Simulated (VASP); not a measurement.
# BaTiO3 (Barioperovskite) (Amm2) in VASP: further runs

Runs on BaTiO3 (Barioperovskite). Level: LDA. Tasks: single point.

Program: VASP 6.6.1. These are calculated values, not measurements. Logs are shortened: lines on timing, memory, paths and dates and some standing lists are left out, and cuts for length are marked.

## 1. The cell of the first run

Symmetry: Amm2, No. 38, orthorhombic system. The conventional cell has a = 4.038 Å, b = 5.748 Å, c = 5.765 Å, α = 90.00°, β = 90.00°, γ = 90.00°. Ba (site symmetry mm2) has 12 O at 2.81 to 2.96 Å and 8 Ti at 3.46 to 3.58 Å within 3.7 Å. Ti (site symmetry mm2) has 6 O at 1.95 to 2.12 Å within 2.6 Å. Within 2.7 Å of O (site symmetry mm2) lie 2 Ti at 2.02 Å. Within 2.6 Å of O (site symmetry m) lie 2 Ti at 1.95 to 2.12 Å.

## 2. Single point, LDA

Contents of INCAR:

```
SYSTEM = BaTiO3
ALGO     = Normal         ! electronic algorithm
EDIFF    = 1E-6           ! SCF threshold, eV
ENCUT    = 520            ! plane-wave cutoff, eV
GGA      = CA             ! functional
ISIF     = 2              ! what is computed and relaxed
ISMEAR   = -1             ! smearing method
LASPH    = .TRUE.         ! aspherical terms in the spheres
LCHARG   = .TRUE.         ! write CHGCAR
LELF     = .TRUE.         ! ELF
LREAL    = .FALSE.        ! projectors in reciprocal space
LVHAR    = .TRUE.       
LWAVE    = .FALSE.        ! write WAVECAR
NBANDS   = 28             ! bands
NELM     = 100            ! most SCF steps
PREC     = Accurate       ! precision mode
SIGMA    = 0.02           ! smearing width, eV
```

Contents of KPOINTS:

```
k-points
0
G
  6 6 6
  0 0 0
```

Contents of POSCAR:

```
BaTiO3
1.0
    4.0379468039      0.0000000000      0.0000000000
    0.0000000000      2.8742319127      2.8825904778
    0.0000000000     -2.8742319127      2.8825904778
Ba Ti O
1 1 3
Direct
    0.0000000000      0.0000000000      0.0000000000
    0.5000000000      0.5124000000      0.5124000000
    0.0000000000      0.4874000000      0.4874000000
    0.5000000000      0.5052400000      0.9918400000
    0.5000000000      0.9918400000      0.5052400000
```

Potentials or basis: VASP PAW LDA potentials, release 64 (Ba_sv, Ti_sv, O).

Launch:

```sh
$ cat potpaw_LDA.64/Ba_sv/POTCAR potpaw_LDA.64/Ti_sv/POTCAR potpaw_LDA.64/O/POTCAR > POTCAR
$ mpirun -np 1 vasp_std > vasp.out
```

OUTCAR:

```text
SYSTEM = BaTiO3
   EDIFF = 1E-6
   ENCUT = 520
   GGA = CA
   ISIF = 2
   ISMEAR = -1
   LASPH = .TRUE.
   LREAL = .FALSE.
   NELM = 100
   PREC = Accurate

 ion  position               nearest neighbor table
   1  0.000  0.000  0.000-   3 2.81   4 2.85   5 2.85   4 2.85   5 2.85   3 2.88   3 2.88   4 2.88
                             5 2.88   5 2.88   4 2.88   3 2.96   2 3.46   2 3.46   2 3.51   2 3.51
   2  0.500  0.512  0.512-   4 1.95   5 1.95   3 2.02   3 2.02   5 2.12   4 2.12   1 3.46   1 3.46
                             1 3.51   1 3.51   1 3.51   1 3.51   1 3.58   1 3.58
   3  0.000  0.487  0.487-   2 2.02   2 2.02   1 2.81   1 2.88   1 2.88   1 2.96
   4  0.500  0.505  0.992-   2 1.95   2 2.12   1 2.85   1 2.85   1 2.88   1 2.88
   5  0.500  0.992  0.505-   2 1.95   2 2.12   1 2.85   1 2.85   1 2.88   1 2.88

  LATTYP: Found a base centered orthorhombic cell.
 ALAT       =     5.7484638254
 B/A-ratio  =     1.0029081039
 C/A-ratio  =     0.7024392823

  Lattice vectors:

 A1 = (   0.0000000000,   2.8742319127,  -2.8825904778)
 A2 = (   0.0000000000,   2.8742319127,   2.8825904778)
 A3 = (   4.0379468039,   0.0000000000,   0.0000000000)

Analysis of symmetry for initial positions (statically):
=====================================================================
 Subroutine PRICEL returns:
 Original cell was already a primitive cell.

 Routine SETGRP: Setting up the symmetry group for a
 base centered orthorhombic supercell.

 Subroutine GETGRP returns: Found  4 space group operations
 (whereof  4 operations were pure point group operations)
 out of a pool of  8 trial point group operations.

The static configuration has the point symmetry C_2v.

Analysis of symmetry for dynamics (positions and initial velocities):
=====================================================================
 Subroutine PRICEL returns:
 Original cell was already a primitive cell.

 Routine SETGRP: Setting up the symmetry group for a
 base centered orthorhombic supercell.

 Subroutine GETGRP returns: Found  4 space group operations
 (whereof  4 operations were pure point group operations)
 out of a pool of  8 trial point group operations.

The dynamic configuration has the point symmetry C_2v.

 Subroutine INISYM returns: Found  4 space group operations
 (whereof  4 operations are pure point group operations),
 and found     1 'primitive' translations

----------------------------------------------------------------------------------------

                                     Primitive cell

  volume of cell :      66.9107

  direct lattice vectors                    reciprocal lattice vectors
     4.037946804  0.000000000  0.000000000     0.247650613  0.000000000  0.000000000
     0.000000000  2.874231913  2.882590478     0.000000000  0.173959519  0.173455093
     0.000000000 -2.874231913  2.882590478     0.000000000 -0.173959519  0.173455093

  length of vectors
     4.037946804  4.070692441  4.070692441     0.247650613  0.245659487  0.245659487

  position of ions in fractional coordinates (direct lattice)
     0.000000000  0.000000000  0.000000000
     0.500000000  0.512400000  0.512400000
     0.000000000  0.487400000  0.487400000
     0.500000000  0.505240000  0.991840000
     0.500000000  0.991840000  0.505240000

  ion indices of the primitive-cell ions
   primitive index   ion index
                 1           1
                 2           2
                 3           3
                 4           4
                 5           5

----------------------------------------------------------------------------------------

 KPOINTS: k-points

Automatic generation of k-mesh.
 Grid dimensions read from file:
 generate k-points for:    6    6    6

 Generating k-lattice:

  Cartesian coordinates                     Fractional coordinates (reciprocal lattice)
     0.041275102  0.000000000  0.000000000     0.166666667  0.000000000  0.000000000
     0.000000000  0.028993253  0.028909182     0.000000000  0.166666667  0.000000000
     0.000000000 -0.028993253  0.028909182     0.000000000  0.000000000  0.166666667

  Length of vectors
     0.041275102  0.040943248  0.040943248

  Shift w.r.t. Gamma in fractional coordinates (k-lattice)
     0.000000000  0.000000000  0.000000000

 Subroutine IBZKPT returns following result:
 ===========================================

 Found     52 irreducible k-points:

 Following reciprocal coordinates:
            Coordinates               Weight
  0.000000  0.000000  0.000000      1.000000
  0.166667  0.000000  0.000000      2.000000
  0.333333  0.000000  0.000000      2.000000
  0.500000  0.000000  0.000000      1.000000
  0.000000  0.166667  0.000000      4.000000
  0.166667  0.166667  0.000000      8.000000
[... 16 lines left out ...]
  0.333333  0.333333  0.166667      8.000000
  0.500000  0.333333  0.166667      4.000000
 [... further k-points ...]
   k-points           NKPTS =     52   k-points in BZ     NKDIM =     52   number of bands    NBANDS=     28
   number of dos      NEDOS =    301   number of ions     NIONS =      5
   total plane-waves  NPLWV =  27000
   dimension x,y,z NGX =    30 NGY =   30 NGZ =   30
   dimension x,y,z NGXF=    60 NGYF=   60 NGZF=   60
   ions per type =               1   1   3
   NGX,Y,Z   is equivalent  to a cutoff of  12.35, 12.25, 12.25 a.u.
   NGXF,Y,Z  is equivalent  to a cutoff of  24.70, 24.50, 24.50 a.u.
 SYSTEM =  BaTiO3
   PREC   = accura    normal or accurate (medium, high low for compatibility)
   ISTART =      0    job   : 0-new  1-cont  2-samecut
   ICHARG =      2    charge: 1-file 2-atom 10-const
   ISPIN  =      1    spin polarized calculation?
   LNONCOLLINEAR =      F non collinear calculations
   LSORBIT =      F    spin-orbit coupling
   LASPH  =      T    aspherical Exc in radial PAW
   ENCUT  =  520.0 eV  38.22 Ry    6.18 a.u.   7.51  7.57  7.57*2*pi/ulx,y,z
   NELM   =    100;   NELMIN=  2; NELMDL= -5     # of ELM steps
   EDIFF  = 0.1E-05   stopping-criterion for ELM
   LREAL  =      F    real-space projection
   EDIFFG = 0.1E-04   stopping-criterion for IOM
   NSW    =      0    number of steps for IOM
   IBRION =     -1    ionic relax: 0-MD 1-quasi-New 2-CG
   NFREE  =      0    steps in history (QN), initial steepest desc. (CG)
   ISIF   =      2    stress and relaxation
   ISYM   =      2    0-nonsym 1-usesym 2-fastsym
   POTIM  = 0.5000    time-step for ionic-motion
   TEBEG  =    0.0;   TEEND  =   0.0 temperature during run
   PSTRESS=    0.0 pullay stress
   NELECT =      40.0000    total number of electrons
   NUPDOWN=      -1.0000    fix difference up-down
   EMIN   =  10.00;   EMAX   =-10.00  energy-range for DOS
   EFERMI =   0.00;   METHOD = LEGACY
   ISMEAR =    -1;   SIGMA  =   0.02  broadening in eV -4-tet -1-fermi 0-gaus
   EFERMI_NEDOS =   21; number of points for ismear=-14 and -15
   IALGO  =     38    algorithm
   IMIX   =      4    mixing-type and parameters
     AMIX     =   0.40;   BMIX     =  1.00
     AMIX_MAG =   1.60;   BMIX_MAG =  1.00
  volume/ion in A,a.u.               =      13.38        90.31
  Fermi-wavevector in a.u.,A,eV,Ry     =   1.379102  2.606125 25.877223  1.901922
  Thomas-Fermi vector in A             =   2.504102
   LORBIT       =      0    0 simple, 1 ext, 2 COOP (PROOUT), +10 PAW based schemes
   GGA     = CA    functional components
   LHFCALC =     F    Hartree Fock is set to
   AEXX    =    0.0000 exact exchange contribution
   IVDW    =     0    specifies the selected vdW correction
   LEPSILON=     F    determine dielectric tensor
   LRPA    =     F    only Hartree local field effects (RPA)
 non-spin polarized calculation
  energy-cutoff  :      520.00
  volume of cell :       66.91
 maximum number of plane-waves:      1824
   NGX = 15   NGY = 15   NGZ = 15

 number of electron      39.9999996 magnetization

 Free energy of the ion-electron system (eV)
  ---------------------------------------------------
  ext. energy  EPLUGINS =         0.00000000
  ---------------------------------------------------
  free energy    TOTEN  =       -43.95001031 eV

  energy without entropy =      -43.95001031  energy(sigma->0) =      -43.95001031

 E-fermi :   3.7809     XC(G=0): -11.5167

 val. band max:        3.1934510109   @ k =   0.5000   0.5000   0.5000
 cond. band min:       4.8786871491   @ k =   0.0000   0.0000   0.0000
 fundamental gap:      1.6852361381
 Fermi energy:         3.7808657848

 k-point     1 :       0.0000    0.0000    0.0000
  band No.  band energies     occupation
      1     -52.7877      2.00000
      2     -29.3945      2.00000
      3     -29.3936      2.00000
      4     -29.3795      2.00000
      5     -21.5702      2.00000
      6     -13.2859      2.00000
[... 20 lines left out ...]
     27       8.0790      0.00000
     28       9.9130      0.00000

 k-point     2 :       0.1667    0.0000    0.0000
  band No.  band energies     occupation
      1     -52.7874      2.00000
      2     -29.3941      2.00000
      3     -29.3933      2.00000
      4     -29.3909      2.00000
      5     -21.5452      2.00000
      6     -13.2968      2.00000
[... 20 lines left out ...]
     27       8.5685      0.00000
     28      10.5671      0.00000

 k-point     3 :       0.3333    0.0000    0.0000
  band No.  band energies     occupation
      1     -52.7870      2.00000
      2     -29.4141      2.00000
      3     -29.3932      2.00000
      4     -29.3922      2.00000
      5     -21.4942      2.00000
      6     -13.3952      2.00000
[... 20 lines left out ...]
     27       9.7261      0.00000
     28      11.2424      0.00000

 k-point     4 :       0.5000    0.0000    0.0000
  band No.  band energies     occupation
      1     -52.7867      2.00000
      2     -29.4255      2.00000
      3     -29.3927      2.00000
      4     -29.3917      2.00000
      5     -21.4682      2.00000
      6     -13.4669      2.00000
[... 20 lines left out ...]
     27      10.4640      0.00000
     28      11.1710      0.00000

 k-point     5 :       0.0000    0.1667    0.0000
  band No.  band energies     occupation
      1     -52.7875      2.00000
      2     -29.4047      2.00000
      3     -29.3936      2.00000
      4     -29.3791      2.00000
      5     -21.5466      2.00000
      6     -13.2992      2.00000
[... 20 lines left out ...]
     27       8.5805      0.00000
     28      10.5555      0.00000

 k-point     6 :       0.1667    0.1667    0.0000
  band No.  band energies     occupation
      1     -52.7872      2.00000
      2     -29.4042      2.00000
      3     -29.3932      2.00000
      4     -29.3905      2.00000
      5     -21.5235      2.00000
      6     -13.2739      2.00000
[... 463 lines left out ...]
      5     -21.4807      2.00000
      6     -13.3045      2.00000
[... 20 lines left out ...]
     27      10.2326      0.00000
     28      11.6090      0.00000

 k-point    22 :       0.1667    0.3333    0.1667
  band No.  band energies     occupation
      1     -52.7866      2.00000
      2     -29.4247      2.00000
      3     -29.4028      2.00000
      4     -29.3892      2.00000
      5     -21.4625      2.00000
      6     -13.2062      2.00000
[... 20 lines left out ...]
     27      10.3980      0.00000
     28      11.3356      0.00000

 k-point    23 :       0.3333    0.3333    0.1667
  band No.  band energies     occupation
      1     -52.7862      2.00000
      2     -29.4234      2.00000
      3     -29.4117      2.00000
      4     -29.4018      2.00000
      5     -21.4256      2.00000
      6     -13.0262      2.00000
[... 20 lines left out ...]
     27      11.1257      0.00000
     28      11.2146      0.00000

 k-point    24 :       0.5000    0.3333    0.1667
  band No.  band energies     occupation
      1     -52.7859      2.00000
      2     -29.4229      2.00000
      3     -29.4227      2.00000
      4     -29.4013      2.00000
      5     -21.4068      2.00000
      6     -12.9614      2.00000
[... 20 lines left out ...]
     27      11.0807      0.00000
     28      11.4729      0.00000

 [... further k-points ...]

------------------------ aborting loop because EDIFF is reached ----------------------------------------

  FORCE on cell =-STRESS in cart. coord.  units (eV):
  Direction    XX          YY          ZZ          XY          YZ          ZX
  --------------------------------------------------------------------------------------
  -------------------------------------------------------------------------------------
  Total       -5.1374424     -5.0643974     -5.3045419      0.0000000      0.0000000      0.0000000
  in kB     -123.0161717   -121.2671056   -127.0173727      0.0000000      0.0000000      0.0000000
  external PRESSURE =    -123.7668833 kB  Pullay stress =       0.0000000 kB

 VOLUME and BASIS-vectors are now :
 -----------------------------------------------------------------------------
  energy-cutoff  :      520.00
  volume of cell :       66.91
      direct lattice vectors                 reciprocal lattice vectors
     4.037946804  0.000000000  0.000000000     0.247650613  0.000000000  0.000000000
     0.000000000  2.874231913  2.882590478     0.000000000  0.173959519  0.173455093
     0.000000000 -2.874231913  2.882590478     0.000000000 -0.173959519  0.173455093

 POSITION                                       TOTAL-FORCE (eV/Angst)
 -----------------------------------------------------------------------------------
      0.00000      0.00000      0.00000         0.000000      0.000000      0.154645
      2.01897      0.00000      2.95408         0.000000      0.000000      0.391801
      0.00000      0.00000      2.80995         0.000000      0.000000      0.243633
      2.01897     -1.39860      4.31547         0.000000      0.171062     -0.395039
      2.01897      1.39860      4.31547         0.000000     -0.171062     -0.395039
 -----------------------------------------------------------------------------------
    total drift:                                0.000000      0.000001      0.000973

  FREE ENERGIE OF THE ION-ELECTRON SYSTEM (eV)
  ---------------------------------------------------
  free  energy   TOTEN  =       -43.9500103117 eV

  energy  without entropy=      -43.9500103117  energy(sigma->0) =      -43.95001031
```

It took 2.9 min on 1 thread of AMD EPYC 7R13, shared host; peak memory 0.19 GiB.

What came out:

```yaml
Free_energy: -43.9500 eV
Pressure: -12.4 GPa
Largest_force: 0.430 eV/Å
Band_gap_on_the_k_mesh: 1.69 eV, indirect (least direct gap 1.92 eV)
```

Forces in eV/Å, atoms in the order of the input:
```
Ba   0.000  0.000  0.155
Ti   0.000  0.000  0.392
O    0.000  0.000  0.244
O    0.000  0.171 -0.395
O    0.000 -0.171 -0.395
```

Levels at points of the mesh, in eV from the valence-band top:
| k point | band 16 | band 17 | band 18 | band 19 | band 20 | band 21 | band 22 | band 23 | band 24 | band 25 |
| --- | --- | --- | --- | --- | --- | --- | --- | --- | --- | --- |
| (0.00, 0.00, 0.00) | -1.10 | -1.05 | -0.38 | -0.28 | -0.23 | 1.69 | 1.75 | 1.90 | 3.78 | 3.83 |
| (0.50, 0.00, 0.00) | -1.93 | -1.79 | -1.71 | -0.83 | -0.78 | 1.87 | 3.29 | 3.37 | 3.76 | 5.52 |
| (0.00, 0.50, 0.00) | -1.90 | -1.82 | -1.65 | -0.82 | -0.75 | 1.92 | 3.31 | 3.34 | 3.81 | 5.63 |
| (0.50, 0.50, 0.00) | -2.59 | -1.74 | -0.91 | -0.90 | -0.08 | 3.33 | 3.34 | 3.70 | 4.47 | 7.24 |
| (0.00, 0.50, 0.50) | -2.60 | -1.69 | -0.93 | -0.89 | -0.13 | 3.31 | 3.37 | 3.70 | 4.60 | 7.28 |
| (0.50, 0.50, 0.50) | -2.42 | -2.41 | -0.05 | -0.01 | 0.00 | 3.90 | 3.94 | 3.95 | 6.35 | 6.41 |

Caveat: spin-orbit coupling is left out, which moves the levels of the heavy elements.

(Continued in part 2 of 2.)
